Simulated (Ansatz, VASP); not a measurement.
**One calculation of SbSeBr3, two programs**

```
Sb Se Br
1.0
     3.25622   -4.60132    0.00000
     3.25622    4.60132    0.00000
     0.00000    0.00000    5.14616
Sb Se Br
1 1 3
Direct
  0.00000 0.00000 0.00000
  0.50000 0.50000 0.00000
  0.00000 0.50000 0.50000
  0.50000 0.00000 0.50000
  0.50000 0.50000 0.50000
```

Alike in both runs: task relaxation of cell and atoms; functional PBE; k mesh 4 × 4 × 4; occupations gaussian, width 0.1 eV; no spin polarisation.

|  | VASP | Ansatz |
| --- | --- | --- |
| version | VASP 6.6.1 | Ansatz 0.2.0 |
| potentials or method | VASP PAW PBE potentials, release 64 (Sb, Se, Br), cutoff 600 eV | scalar-relativistic, plane waves, PAW |
| valence electrons in the cell | 32 | 52 |

VASP gave:

| Property | Result |
| --- | --- |
| gap on the k mesh at the Fermi level, each at its own relaxed structure (eV) | none |
| relaxed volume (Å³/atom) | 41.58 |
| relaxed length of the cell vector where the two differ most in proportion (Å) | 7.775 |

Task: What did Ansatz give for the same quantities?

Result: gap on the k mesh at the Fermi level, each at its own relaxed structure (eV): none; relaxed volume (Å³/atom): 40.32; relaxed length of the cell vector where the two differ most in proportion (Å): 7.585.

A gap of «none» marks a metal or a gap that the smearing closes. VASP's potentials hold 32 valence electrons a cell and Ansatz's 52, so a difference there can come from the potentials and not from the codes.

Neither program's run includes spin-orbit coupling. Noted on VASP's run: the volume moved by over 15 % at a fixed basis, so the end points are rough.
